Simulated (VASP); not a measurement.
# Sc4SiN (Cmmm) in VASP: a series of runs, part 2 of 2

VASP 6.6.1. Earlier steps stand in the parts before.

### Step 4. Relaxation of cell and atoms, PBE

INCAR reads:

```
SYSTEM = Sc4SiN
PREC = Accurate
ENCUT = 600
EDIFF = 1E-6
ISMEAR = 0
SIGMA = 0.1
LREAL = .False.
LASPH = .True.
NELM = 80
ALGO = Normal
ISIF = 3
LWAVE = .False.
LCHARG = .False.
GGA = PE
IBRION = 2
NSW = 90
EDIFFG = -0.04
```

KPOINTS reads:

```
Automatic mesh
0
Gamma
  4 4 4
  0 0 0
```

POSCAR reads:

```
Sc4SiN
1.0
    2.5872972300     -4.4069826900      0.0000000000
    2.5872972300      4.4069826900      0.0000000000
    0.0000000000      0.0000000000      4.2301126400
Sc Si N
4 1 1
Direct
    0.6906595100      0.3093404900      0.0000000000
    0.3093404900      0.6906595100      0.0000000000
    0.5000000000      0.0000000000      0.5000000000
    0.0000000000      0.5000000000      0.5000000000
    0.5000000000      0.5000000000      0.5000000000
    0.0000000000      0.0000000000      0.0000000000
```

Potentials or basis: VASP PAW PBE potentials, release 64 (Sc_sv, Si, N).

Command:

```
cat potpaw_PBE.64/Sc_sv/POTCAR potpaw_PBE.64/Si/POTCAR potpaw_PBE.64/N/POTCAR > POTCAR
mpirun -np 1 vasp_std > vasp.out
```

OUTCAR:

```text
SYSTEM = Sc4SiN
   PREC = Accurate
   ENCUT = 600
   EDIFF = 1E-6
   ISMEAR = 0
   LREAL = .False.
   LASPH = .True.
   NELM = 80
   ISIF = 3
   GGA = PE
   IBRION = 2
   NSW = 90
   EDIFFG = -0.04

 ion  position               nearest neighbor table
   1  0.691  0.309  0.000-   3 2.53   4 2.53   3 2.53   4 2.53   5 2.70   5 2.70   2 2.79   2 2.79
                             2 3.36
   2  0.309  0.691  0.000-   3 2.53   4 2.53   3 2.53   4 2.53   5 2.70   5 2.70   1 2.79   1 2.79
                             1 3.36
   3  0.500  0.000  0.500-   1 2.53   2 2.53   1 2.53   2 2.53   5 2.56   5 2.56   4 2.59   4 2.59

   4  0.000  0.500  0.500-   1 2.53   2 2.53   1 2.53   2 2.53   5 2.56   5 2.56   3 2.59   3 2.59

   5  0.500  0.500  0.500-   3 2.56   4 2.56   3 2.56   4 2.56   1 2.70   2 2.70   1 2.70   2 2.70

   6  0.000  0.000  0.000-

  LATTYP: Found a base centered orthorhombic cell.
 ALAT       =     5.1745944600
 B/A-ratio  =     1.7033151966
 C/A-ratio  =     0.8174771323

  Lattice vectors:

 A1 = (   2.5872972300,  -4.4069826900,   0.0000000000)
 A2 = (   2.5872972300,   4.4069826900,   0.0000000000)
 A3 = (   0.0000000000,   0.0000000000,   4.2301126400)

Analysis of symmetry for initial positions (statically):
=====================================================================
 Subroutine PRICEL returns:
 Original cell was already a primitive cell.

 Routine SETGRP: Setting up the symmetry group for a
 base centered orthorhombic supercell.

 Subroutine GETGRP returns: Found  8 space group operations
 (whereof  8 operations were pure point group operations)
 out of a pool of  8 trial point group operations.

The static configuration has the point symmetry D_2h.

Analysis of symmetry for dynamics (positions and initial velocities):
=====================================================================
 Subroutine PRICEL returns:
 Original cell was already a primitive cell.

 Routine SETGRP: Setting up the symmetry group for a
 base centered orthorhombic supercell.

 Subroutine GETGRP returns: Found  8 space group operations
 (whereof  8 operations were pure point group operations)
 out of a pool of  8 trial point group operations.

The dynamic configuration has the point symmetry D_2h.

 Subroutine INISYM returns: Found  8 space group operations
 (whereof  8 operations are pure point group operations),
 and found     1 'primitive' translations

----------------------------------------------------------------------------------------

                                     Primitive cell

  volume of cell :      96.4650

  direct lattice vectors                    reciprocal lattice vectors
     2.587297230 -4.406982690  0.000000000     0.193251859 -0.113456311  0.000000000
     2.587297230  4.406982690  0.000000000     0.193251859  0.113456311  0.000000000
     0.000000000  0.000000000  4.230112640     0.000000000  0.000000000  0.236400324

  length of vectors
     5.110342786  5.110342786  4.230112640     0.224095104  0.224095104  0.236400324

  position of ions in fractional coordinates (direct lattice)
     0.690659510  0.309340490  0.000000000
     0.309340490  0.690659510  0.000000000
     0.500000000  0.000000000  0.500000000
     0.000000000  0.500000000  0.500000000
     0.500000000  0.500000000  0.500000000
     0.000000000  0.000000000  0.000000000

  ion indices of the primitive-cell ions
   primitive index   ion index
                 1           1
                 2           2
                 3           3
                 4           4
[... 23 lines left out ...]

 Subroutine IBZKPT returns following result:
 ===========================================

 Found     21 irreducible k-points:

 Following reciprocal coordinates:
            Coordinates               Weight
  0.000000  0.000000  0.000000      1.000000
  0.250000 -0.000000  0.000000      4.000000
  0.500000 -0.000000  0.000000      2.000000
  0.250000  0.250000  0.000000      2.000000
  0.500000  0.250000  0.000000      4.000000
 -0.250000  0.250000  0.000000      2.000000
[... 13 lines left out ...]
 -0.250000  0.250000  0.500000      2.000000
  0.500000  0.500000  0.500000      1.000000
   k-points           NKPTS =     21   k-points in BZ     NKDIM =     21   number of bands    NBANDS=     31
   number of dos      NEDOS =    301   number of ions     NIONS =      6
   total plane-waves  NPLWV =  63504
   dimension x,y,z NGX =    42 NGY =   42 NGZ =   36
   dimension x,y,z NGXF=    84 NGYF=   84 NGZF=   72
   ions per type =               4   1   1
   NGX,Y,Z   is equivalent  to a cutoff of  13.66, 13.66, 14.15 a.u.
   NGXF,Y,Z  is equivalent  to a cutoff of  27.33, 27.33, 28.30 a.u.
 SYSTEM =  Sc4SiN
   PREC   = accura    normal or accurate (medium, high low for compatibility)
   ISTART =      0    job   : 0-new  1-cont  2-samecut
   ICHARG =      2    charge: 1-file 2-atom 10-const
   ISPIN  =      1    spin polarized calculation?
   LNONCOLLINEAR =      F non collinear calculations
   LSORBIT =      F    spin-orbit coupling
   LASPH  =      T    aspherical Exc in radial PAW
   ENCUT  =  600.0 eV  44.10 Ry    6.64 a.u.  10.21 10.21  8.45*2*pi/ulx,y,z
   NELM   =     80;   NELMIN=  2; NELMDL= -5     # of ELM steps
   EDIFF  = 0.1E-05   stopping-criterion for ELM
   LREAL  =      F    real-space projection
   EDIFFG = -.4E-01   stopping-criterion for IOM
   NSW    =     90    number of steps for IOM
   IBRION =      2    ionic relax: 0-MD 1-quasi-New 2-CG
   NFREE  =      1    steps in history (QN), initial steepest desc. (CG)
   ISIF   =      3    stress and relaxation
   ISYM   =      2    0-nonsym 1-usesym 2-fastsym
   POTIM  = 0.5000    time-step for ionic-motion
   TEBEG  =    0.0;   TEEND  =   0.0 temperature during run
   PSTRESS=    0.0 pullay stress
   NELECT =      53.0000    total number of electrons
   NUPDOWN=      -1.0000    fix difference up-down
   EMIN   =  10.00;   EMAX   =-10.00  energy-range for DOS
   EFERMI =   0.00;   METHOD = LEGACY
   ISMEAR =     0;   SIGMA  =   0.10  broadening in eV -4-tet -1-fermi 0-gaus
   EFERMI_NEDOS =   21; number of points for ismear=-14 and -15
   IALGO  =     38    algorithm
   IMIX   =      4    mixing-type and parameters
     AMIX     =   0.40;   BMIX     =  1.00
     AMIX_MAG =   1.60;   BMIX_MAG =  1.00
  volume/ion in A,a.u.               =      16.08       108.50
  Fermi-wavevector in a.u.,A,eV,Ry     =   1.340840  2.533820 24.461256  1.797852
  Thomas-Fermi vector in A             =   2.469121
   LORBIT       =      0    0 simple, 1 ext, 2 COOP (PROOUT), +10 PAW based schemes
   GGA     = PE    functional components
   LHFCALC =     F    Hartree Fock is set to
   AEXX    =    0.0000 exact exchange contribution
   IVDW    =     0    specifies the selected vdW correction
   LEPSILON=     F    determine dielectric tensor
   LRPA    =     F    only Hartree local field effects (RPA)
 conjugate gradient relaxation of ions
 non-spin polarized calculation
 Gauss-broadening in eV      SIGMA  =   0.10
  energy-cutoff  :      600.00
  volume of cell :       96.46
 maximum number of plane-waves:      3248
 NGX is ok and might be reduce to    42
   NGX = 21   NGY = 21   NGZ = 17

--------------------------------------- Ionic step        1  -------------------------------------------

 number of electron      53.0000000 magnetization

 Free energy of the ion-electron system (eV)
  ---------------------------------------------------
  ext. energy  EPLUGINS =         0.00000000
  ---------------------------------------------------
  free energy    TOTEN  =       -30.25204447 eV

  energy without entropy =      -30.23155980  energy(sigma->0) =      -30.24180214

------------------------ aborting loop because EDIFF is reached ----------------------------------------

  FORCE on cell =-STRESS in cart. coord.  units (eV):
  Direction    XX          YY          ZZ          XY          YZ          ZX
  --------------------------------------------------------------------------------------
  -------------------------------------------------------------------------------------
  Total       21.6366668     -1.4610908     26.7523692      0.0000000      0.0000000      0.0000000
  in kB      359.3613321    -24.2671172    444.3275439      0.0000000      0.0000000      0.0000000
  external PRESSURE =     259.8072529 kB  Pullay stress =       0.0000000 kB
[... 1546 lines left out ...]
     30       4.5696      0.00000
     31       5.1144      0.00000

[... ionic steps 4 to 26 ...]

--------------------------------------- Ionic step       27  -------------------------------------------

 number of electron      53.0000003 magnetization

------------------------ aborting loop because EDIFF is reached ----------------------------------------
[... 75 lines left out ...]
--------------------------------------- Ionic step       29  -------------------------------------------

 number of electron      53.0000001 magnetization

 Free energy of the ion-electron system (eV)
  ---------------------------------------------------
  ext. energy  EPLUGINS =         0.00000000
  ---------------------------------------------------
  free energy    TOTEN  =       -38.48778655 eV

  energy without entropy =      -38.44570844  energy(sigma->0) =      -38.46674749

 E-fermi :   3.6043     XC(G=0):  -9.4031

 val. band max:        3.5864508287   @ k =   0.0000   0.0000   0.5000
 cond. band min:       3.6059011066   @ k =   0.5000  -0.0000   0.0000
 fundamental gap:      0.0194502779
 Fermi energy:         3.6043473485
[... 745 lines left out ...]
  FREE ENERGIE OF THE ION-ELECTRON SYSTEM (eV)
  ---------------------------------------------------
  free  energy   TOTEN  =       -38.4877865456 eV

  energy  without entropy=      -38.4457084384  energy(sigma->0) =      -38.46674749

 reached required accuracy - stopping structural energy minimisation
```

Wall time 17 min (1 thread of AMD EPYC 9R45 (Zen 5), shared host); peak memory 0.26 GiB.

What came out:

| Quantity | Value |
| --- | --- |
| Free energy | -38.4878 eV |
| Relaxed volume | 22.84 Å³/atom |
| Relaxed cell | a = 5.220 Å, b = 5.220 Å, c = 5.031 Å, α = 90.00°, β = 90.00°, γ = 88.29° |
| Space group after relaxing (to 0.1 Å) | Cmmm (No. 65) |
| Pressure after relaxing | 0.1 GPa |
| Largest force after relaxing | 0.023 eV/Å |
| Band gap on the k mesh | zero (an odd number of electrons rules out a gap without spin polarisation) |

Forces in eV/Å, atoms in the order of the input:
```
Sc   0.000 -0.023  0.000
Sc   0.000  0.023  0.000
Sc   0.000  0.000  0.000
Sc   0.000  0.000  0.000
Si   0.000  0.000  0.000
N    0.000  0.000  0.000
```

Stress tensor (GPa, compression positive):
```
0.05 0.00 0.00
0.00 0.26 0.00
0.00 0.00 0.00
```

Final structure:
```yaml
crystal:
  lattice:
    - [3.74598, -3.63557, 0.00000]
    - [3.74598, 3.63557, 0.00000]
    - [0.00000, 0.00000, 5.03052]
  atoms:
    - { symbol: Sc, position: [0.73259, 0.26741, 0.00000] }
    - { symbol: Sc, position: [0.26741, 0.73259, 0.00000] }
    - { symbol: Sc, position: [0.50000, 0.00000, 0.50000] }
    - { symbol: Sc, position: [0.00000, 0.50000, 0.50000] }
    - { symbol: Si, position: [0.50000, 0.50000, 0.50000] }
    - { symbol: N, position: [0.00000, 0.00000, 0.00000] }
```

Caveat: the k points lie up to 0.31 Å⁻¹ apart in the final cell, too coarse for converged energies and pressures of a metal; the volume moved by over 15 % at a fixed basis, so the end points are rough.

### Step 5. Single point, PBE

This run uses another cell than the first one, of 22.97 Å³/atom.

INCAR reads:

```
SYSTEM = Sc4SiN
PREC = Accurate
ENCUT = 520
EDIFF = 1E-6
ISMEAR = 0
SIGMA = 0.1
LREAL = .False.
LASPH = .True.
NELM = 100
ALGO = Normal
ISIF = 2
LWAVE = .False.
LCHARG = .False.
GGA = PE
NBANDS = 36
```

KPOINTS reads:

```
regular mesh
0
Gamma
  8 8 8
  0 0 0
```

POSCAR reads:

```
Sc4SiN
1.0
    3.5493351403     -4.0505708092      0.0000000000
    3.5493351403      4.0505708092      0.0000000000
    0.0000000000      0.0000000000      4.7923235152
Sc Si N
4 1 1
Direct
    0.7281835996      0.7281835996      0.0000000000
    0.2718164004      0.2718164004      0.0000000000
    0.0000000000      0.5000000000      0.5000000000
    0.5000000000      0.0000000000      0.5000000000
    0.5000000000      0.5000000000      0.5000000000
    0.0000000000      0.0000000000      0.0000000000
```

Command:

```
cat potpaw_PBE.64/Sc_sv/POTCAR potpaw_PBE.64/Si/POTCAR potpaw_PBE.64/N/POTCAR > POTCAR
mpirun -np 1 vasp_std > vasp.out
```

Run time: 4.2 min. Hardware: 1 thread of AMD EPYC 9R45 (Zen 5), shared host; peak memory 0.5 GiB.

It converged, with:

- Free energy: -38.6925 eV
- Pressure: 0.2 GPa
- Largest force: 0.094 eV/Å
- Band gap on the k mesh: zero (an odd number of electrons rules out a gap without spin polarisation)

Forces in eV/Å, atoms in the order of the input:
```
Sc  -0.094  0.000  0.000
Sc   0.094  0.000  0.000
Sc   0.000  0.000  0.000
Sc   0.000  0.000  0.000
Si   0.000  0.000  0.000
N    0.000  0.000  0.000
```

Stress tensor (GPa, compression positive):
```
0.45 0.00 0.00
0.00 0.00 0.00
0.00 0.00 0.06
```

Levels at points of the mesh, in eV from the Fermi level:
```
           k point  band 24  band 25  band 26  band 27  band 28  band 29
(0.00, 0.00, 0.00)    -1.54    -1.06    -0.86    -0.24    -0.22    -0.06
(0.50, 0.00, 0.00)    -2.00    -0.64    -0.47    -0.13    -0.01     0.36
(0.50, 0.50, 0.00)    -1.82    -0.86    -0.49     0.19     0.25     0.55
(0.00, 0.00, 0.50)    -1.19    -0.52    -0.23    -0.18    -0.07     0.23
(0.50, 0.00, 0.50)    -1.64    -0.74    -0.19     0.05     0.36     0.63
(0.50, 0.50, 0.50)    -2.48    -0.24    -0.11     0.06     0.28     0.53
```

### Step 6. Summary

| task | cell | k mesh | cutoff (eV) | gap on the mesh (eV) | pressure (GPa) | largest force (eV/Å) |
| --- | --- | --- | --- | --- | --- | --- |
| single point | a = 5.110, b = 5.110, c = 4.230 Å, angles 90.0, 90.0, 119.2°, 6 atoms, atomic positions A | 4 × 4 × 4 | 520 | none | 26.0 | 0.45 |
| single point | a = 5.390, b = 5.390, c = 4.787 Å, angles 90.0, 90.0, 82.5°, 6 atoms, atomic positions B | 4 × 4 × 4 | 520 | none | 0.1 | 0.11 |
| relaxation of cell and atoms | relaxed from a = 5.110, b = 5.110, c = 4.230 Å, angles 90.0, 90.0, 119.2°, 6 atoms, atomic positions A | 4 × 4 × 4 | 600 | none | 0.1 | 0.02 |
| single point | a = 5.386, b = 5.386, c = 4.792 Å, angles 90.0, 90.0, 97.5°, 6 atoms, atomic positions C | 8 × 8 × 8 | 520 | none | 0.2 | 0.09 |

Alike in all rows: level PBE; potentials or basis VASP PAW PBE potentials, release 64 (Sc_sv, Si, N); no spin polarisation; smearing gaussian 0.1 eV.

Caveats: some runs use coarse meshes; the volume moved by over 15 % at a fixed basis, so the end points are rough (at least some runs).

Total energies depend on the potentials used, so only differences within one code and one set of settings carry meaning.

The gap in the log of VASP goes by the Fermi energy; the results here count the filled bands.